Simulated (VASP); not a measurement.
Here is a VASP 6.6.1 calculation.

INCAR

```
SYSTEM = In
PREC = Accurate
ENCUT = 400
EDIFF = 1E-6
ISMEAR = 0
SIGMA = 0.1
LREAL = .False.
LASPH = .True.
NELM = 120
ALGO = Normal
ISIF = 2
LWAVE = .False.
LCHARG = .False.
GGA = PE
NBANDS = 12
GGA_COMPAT = .False.
```

KPOINTS

```
Automatic mesh
0
Gamma
  8 8 8
  0 0 0
```

The input POSCAR:

```
In
1.0
    4.8594000400      0.0000000000      0.0000000000
    0.0000000000      4.8594000400      0.0000000000
   -2.4297000200     -2.4297000200      4.9191369700
In
1
Direct
    0.0000000000      0.0000000000      0.0000000000
```

Potentials or basis: VASP PAW PBE potentials, release 64 (In_d).

Run with:

```sh
$ cat potpaw_PBE.64/In_d/POTCAR > POTCAR
$ mpirun -np 1 vasp_std > vasp.out
```

Q: What does it give for the pressure?

A: -1.4 GPa.

Stress tensor (GPa, compression positive):
```
-1.67  0.00  0.00
 0.00 -1.67  0.00
 0.00  0.00 -0.92
```
